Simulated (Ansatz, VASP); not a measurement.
**C in VASP and in Ansatz**

File INCAR:

```
  ALGO = Normal
  EDIFF = 1E-6
  EDIFFG = -0.01
  ENCUT = 600
  GGA = PE
  IBRION = 2
  ISIF = 3
  ISMEAR = 0
  LASPH = True
  LCHARG = False
  LREAL = False
  LWAVE = False
  NELM = 80
  NSW = 100
  PREC = Accurate
  SIGMA = 0.02
```

Contents of KPOINTS:

```
k-points
0
Gamma
  22 14 8
```

The input POSCAR:

```
C
1.0
    1.6469452151      0.0000000000      0.0000000000
    0.0000000000      2.4662654344      0.0000000000
   -0.3894478525      0.0000000000      5.0634137089
C
2
Direct
    0.5204355392      0.2500000000      0.0864269097
    0.4795644608      0.7500000000      0.9135730903
```

Input for Ansatz:

```yaml
crystal:
  lattice:
    - [1.6469452151, 0.0, 0.0]
    - [0.0, 2.4662654344, 0.0]
    - [-0.3894478525, 0.0, 5.0634137089]
  atoms:
    - { symbol: C, position: [0.5204355392, 0.25, 0.0864269097] }
    - { symbol: C, position: [0.4795644608, 0.75, 0.9135730903] }
basis:
  ecutwfc: 420
kpoints:
  mp_grid: { grid: [22, 14, 8] }
hamiltonian:
  xc: pbe
scf:
  occupations: { method: gaussian, width: 0.02 }
output:
  forces: true
  stress: true
  eigenvalues: true
relax:
  adjacent_minimum: "off"
  f_tol: 0.01
  max_steps: 80
  cell: { stress_tol: 0.05 }
```

Alike in both runs: task relaxation of cell and atoms; functional PBE; k mesh 22 × 14 × 8; occupations gaussian, width 0.02 eV; no spin polarisation.

|  | VASP | Ansatz |
| --- | --- | --- |
| version | VASP 6.6.1 | Ansatz 0.2.0 |
| potentials or method | VASP PAW PBE potentials, release 64 (C), cutoff 600 eV | scalar-relativistic, plane waves, PAW |
| valence electrons in the cell | 8 | 8 |

|  | VASP | Ansatz | Ansatz less VASP |
| --- | --- | --- | --- |
| gap on the k mesh at the Fermi level, each at its own relaxed structure (eV) | 0.28 | 0.32 | +0.034 |
| relaxed volume (Å³/atom) | 10.30 | 11.05 | +0.750 |
| relaxed cell length with the largest relative difference (Å) | 5.078 | 5.446 | +0.3686 |

One of these differences is far larger than is usual between the two programs; its cause wasn't traced.
